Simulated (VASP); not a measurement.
# Ca2AlO2 (P4/mmm) in VASP: further runs, part 2 of 2

VASP 6.6.1. The steps go on from the part before.

### 3 Relaxation of cell and atoms, PBE

Contents of INCAR:

```
ALGO = Normal ; EDIFF = 1E-6
EDIFFG = -0.01 ; ENCUT = 600
GGA = PE ; IBRION = 2
ISIF = 3 ; ISMEAR = 0
LASPH = True ; LCHARG = False
LREAL = False ; LWAVE = False
NELM = 100 ; NSW = 100
PREC = Accurate ; SIGMA = 0.1
```

Contents of KPOINTS:

```
k-points
0
Gamma
  10 10 8
```

Contents of POSCAR:

```
Ca2AlO2
1.0
    4.0054294893      0.0000000000      0.0000000000
    0.0000000000      4.0054294893      0.0000000000
    0.0000000000      0.0000000000      5.5896063570
Ca Al O
2 1 2
Direct
    0.0000000000      0.0000000000      0.5000000000
    0.5000000000      0.5000000000      0.5000000000
    0.5000000000      0.5000000000      0.0000000000
    0.0000000000      0.5000000000      0.0000000000
    0.5000000000      0.0000000000      0.0000000000
```

Potentials or basis: VASP PAW PBE potentials, release 64 (Ca_sv, Al, O).

On the command line:

```sh
> cat potpaw_PBE.64/Ca_sv/POTCAR potpaw_PBE.64/Al/POTCAR potpaw_PBE.64/O/POTCAR > POTCAR
> mpirun -np 1 vasp_std > vasp.out
```

OUTCAR:

```text
EDIFF = 1E-6
   EDIFFG = -0.01
   ENCUT = 600
   GGA = PE
   IBRION = 2
   ISIF = 3
   ISMEAR = 0
   LASPH = True
   LREAL = False
   NELM = 100
   NSW = 100
   PREC = Accurate

 ion  position               nearest neighbor table
   1  0.000  0.000  0.500-   2 2.83   2 2.83   2 2.83   2 2.83
   2  0.500  0.500  0.500-   3 2.79   3 2.79   1 2.83   1 2.83   1 2.83   1 2.83
   3  0.500  0.500  0.000-   4 2.00   5 2.00   5 2.00   4 2.00   2 2.79   2 2.79
   4  0.000  0.500  0.000-   3 2.00   3 2.00
   5  0.500  0.000  0.000-   3 2.00   3 2.00

  LATTYP: Found a simple tetragonal cell.
 ALAT       =     4.0054294893
 C/A-ratio  =     1.3955073662

  Lattice vectors:

 A1 = (   4.0054294893,   0.0000000000,   0.0000000000)
 A2 = (   0.0000000000,   4.0054294893,   0.0000000000)
 A3 = (   0.0000000000,   0.0000000000,   5.5896063570)

Analysis of symmetry for initial positions (statically):
=====================================================================
 Subroutine PRICEL returns:
 Original cell was already a primitive cell.

 Routine SETGRP: Setting up the symmetry group for a
 simple tetragonal supercell.

 Subroutine GETGRP returns: Found 16 space group operations
 (whereof 16 operations were pure point group operations)
 out of a pool of 16 trial point group operations.

The static configuration has the point symmetry D_4h.

Analysis of symmetry for dynamics (positions and initial velocities):
=====================================================================
 Subroutine PRICEL returns:
 Original cell was already a primitive cell.

 Routine SETGRP: Setting up the symmetry group for a
 simple tetragonal supercell.

 Subroutine GETGRP returns: Found 16 space group operations
 (whereof 16 operations were pure point group operations)
 out of a pool of 16 trial point group operations.

The dynamic configuration has the point symmetry D_4h.

 Subroutine INISYM returns: Found 16 space group operations
[... 131 lines left out ...]
   IVDW    =     0    specifies the selected vdW correction
   LEPSILON=     F    determine dielectric tensor
   LRPA    =     F    only Hartree local field effects (RPA)
 conjugate gradient relaxation of ions
 non-spin polarized calculation
 Gauss-broadening in eV      SIGMA  =   0.10
  energy-cutoff  :      600.00
  volume of cell :       89.68
 maximum number of plane-waves:      3028
 NGX is ok and might be reduce to    32
   NGX = 15   NGY = 15   NGZ = 23

--------------------------------------- Ionic step        1  -------------------------------------------

 number of electron      34.9999998 magnetization

 Free energy of the ion-electron system (eV)
  ---------------------------------------------------
  ext. energy  EPLUGINS =         0.00000000
  ---------------------------------------------------
  free energy    TOTEN  =       -19.54299685 eV

  energy without entropy =      -19.52953142  energy(sigma->0) =      -19.53626413

------------------------ aborting loop because EDIFF is reached ----------------------------------------

  FORCE on cell =-STRESS in cart. coord.  units (eV):
  Direction    XX          YY          ZZ          XY          YZ          ZX
  --------------------------------------------------------------------------------------
  -------------------------------------------------------------------------------------
  Total        0.2581451      0.2581451     -0.2754997      0.0000000      0.0000000      0.0000000
  in kB        4.6120608      4.6120608     -4.9221218      0.0000000      0.0000000      0.0000000
  external PRESSURE =       1.4340000 kB  Pullay stress =       0.0000000 kB
[... 104 lines left out ...]
--------------------------------------- Ionic step        4  -------------------------------------------

 number of electron      35.0000001 magnetization

 Free energy of the ion-electron system (eV)
  ---------------------------------------------------
  ext. energy  EPLUGINS =         0.00000000
  ---------------------------------------------------
  free energy    TOTEN  =       -19.54491424 eV

  energy without entropy =      -19.53137609  energy(sigma->0) =      -19.53814517

 E-fermi :   4.0610     XC(G=0):  -9.4408

 val. band max:        4.0529339916   @ k =   0.2000   0.2000   0.5000
 cond. band min:       4.0706965982   @ k =   0.2000   0.0000   0.3750
 fundamental gap:      0.0177626066
 Fermi energy:         4.0609723951

 k-point     1 :       0.0000    0.0000    0.0000
  band No.  band energies     occupation
      1     -37.9147      2.00000
      2     -37.5279      2.00000
      3     -19.3436      2.00000
      4     -19.3436      2.00000
      5     -18.9486      2.00000
      6     -18.5979      2.00000
[... 565 lines left out ...]
     20       4.7808      0.00000
     21       5.6387      0.00000

 [... further k-points ...]

------------------------ aborting loop because EDIFF is reached ----------------------------------------

  FORCE on cell =-STRESS in cart. coord.  units (eV):
  Direction    XX          YY          ZZ          XY          YZ          ZX
  --------------------------------------------------------------------------------------
  -------------------------------------------------------------------------------------
  Total       -0.0203909     -0.0203909     -0.0453333      0.0000000      0.0000000      0.0000000
  in kB       -0.3637533     -0.3637533     -0.8087013      0.0000000      0.0000000      0.0000000
  external PRESSURE =      -0.5120693 kB  Pullay stress =       0.0000000 kB
[... 20 lines left out ...]
  FREE ENERGIE OF THE ION-ELECTRON SYSTEM (eV)
  ---------------------------------------------------
  free  energy   TOTEN  =       -19.5449142391 eV

  energy  without entropy=      -19.5313760940  energy(sigma->0) =      -19.53814517

 reached required accuracy - stopping structural energy minimisation
```

CONTCAR:

```text
Ca2AlO2
   1.00000000000000
     4.0209643695197501    0.0000000000000000    0.0000000000000000
     0.0000000000000000    4.0209643695197501   -0.0000000000000000
     0.0000000000000000    0.0000000000000000    5.5549345558520908
  Ca              Al              O
     2     1     2
Direct
     0.0000000000000000    0.0000000000000000    0.5000000000000000
     0.5000000000000000    0.5000000000000000    0.5000000000000000
     0.5000000000000000    0.5000000000000000    0.0000000000000000
     0.0000000000000000    0.5000000000000000    1.0000000000000000
     0.5000000000000000    0.0000000000000000    0.0000000000000000

  0.00000000E+00  0.00000000E+00  0.00000000E+00
  0.00000000E+00  0.00000000E+00  0.00000000E+00
  0.00000000E+00  0.00000000E+00  0.00000000E+00
  0.00000000E+00  0.00000000E+00  0.00000000E+00
  0.00000000E+00  0.00000000E+00  0.00000000E+00
```

Run time: 10 min. Hardware: 1 thread of Oxide Virtual Turin-like, shared host; peak memory 0.37 GiB.

Results:

```yaml
Free_energy: -19.5449 eV
Relaxed_volume: 17.96 Å³/atom
Relaxed_cell: a = 4.021 Å, b = 4.021 Å, c = 5.555 Å, α = 90.00°, β = 90.00°, γ = 90.00°
Space_group_after_relaxing_to_0.1_Å: P4/mmm (No. 123)
Energy_gained_by_relaxing: 0.4 meV/atom
Ionic_steps: 4
Pressure_after_relaxing: -0.1 GPa
Band_gap_on_the_k_mesh: zero (an odd number of electrons rules out a gap without spin polarisation)
```

The path:
| step | energy change (eV) | largest force (eV/Å) | pressure (GPa) | volume (Å³) |
| --- | --- | --- | --- | --- |
| 1 | 0.0000 | 0.0000 | 0.14 | 89.68 |
| 2 | -0.0014 | 0.0000 | -0.03 | 89.88 |
| 3 | -0.0017 | 0.0000 | -0.14 | 90.03 |
| 4 | -0.0019 | 0.0000 | -0.05 | 89.81 |

Final structure:
```
Ca Al O
1.0
     4.02096    0.00000    0.00000
     0.00000    4.02096    0.00000
     0.00000    0.00000    5.55493
Ca Al O
2 1 2
Direct
  0.00000 0.00000 0.50000
  0.50000 0.50000 0.50000
  0.50000 0.50000 0.00000
  0.00000 0.50000 0.00000
  0.50000 0.00000 0.00000
```

Levels at points of the mesh, in eV from the Fermi level:
```
           k point  band 13  band 14  band 15  band 16  band 17  band 18  band 19  band 20  band 21
(0.00, 0.00, 0.00)    -4.32    -3.21    -2.21    -1.45    -1.38    -1.38    -0.95     0.33     1.43
(0.50, 0.00, 0.00)    -3.55    -3.32    -2.53    -2.07    -0.55    -0.20     0.89     2.03     2.28
(0.50, 0.50, 0.00)    -3.39    -3.39    -2.76    -0.55     0.47     0.63     1.29     1.41     1.41
(0.00, 0.00, 0.50)    -5.01    -2.76    -1.41    -1.41    -1.38    -0.71    -0.67     0.34     1.44
(0.50, 0.00, 0.50)    -3.95    -3.47    -2.43    -2.10     0.56     0.57     0.74     1.08     1.43
(0.50, 0.50, 0.50)    -3.13    -3.13    -2.76    -0.92    -0.55     0.20     0.20     0.47     0.85
```

Caveat: an odd number of electrons without spin polarisation forces a metal; a magnetic or distorted state may lie lower.
